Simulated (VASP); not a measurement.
Here is a VASP 6.6.1 calculation.

Contents of INCAR:

```
SYSTEM = Ti
PREC = Accurate
ENCUT = 520
EDIFF = 1E-7
ISMEAR = -1
SIGMA = 0.08
LREAL = .FALSE.
LASPH = .TRUE.
NELM = 100
ALGO = Normal
ISIF = 2
LWAVE = .FALSE.
LCHARG = .FALSE.
GGA = PE
NBANDS = 19
```

Contents of KPOINTS:

```
Automatic mesh
0
G
  13 13 7
  0 0 0
```

Contents of POSCAR:

```
Ti
1.0
    2.8614979246      0.0000000000      0.0000000000
   -1.4307489623      2.4781298956      0.0000000000
    0.0000000000      0.0000000000      4.6860000000
Ti
2
Direct
    0.3333333333      0.6666666667      0.2500000000
    0.6666666667      0.3333333333      0.7500000000
```

Potentials or basis: VASP PAW PBE potentials, release 64 (Ti_sv).

Launch:

```console
$ cat potpaw_PBE.64/Ti_sv/POTCAR > POTCAR
$ mpirun -np 1 vasp_std > vasp.out
```

Q: Predict the band gap on the k mesh.

A: Zero (bands 12 and 13 overlap by 1.01 eV).

Q: Predict the pressure.

A: 5.2 GPa.

Stress tensor (GPa, compression positive):
```
6.48 0.00 0.00
0.00 6.48 0.00
0.00 0.00 2.66
```

Caveat: the cell differs from its parent crystal (equal xx and yy strain of -3 %); the cell stands under pressure.
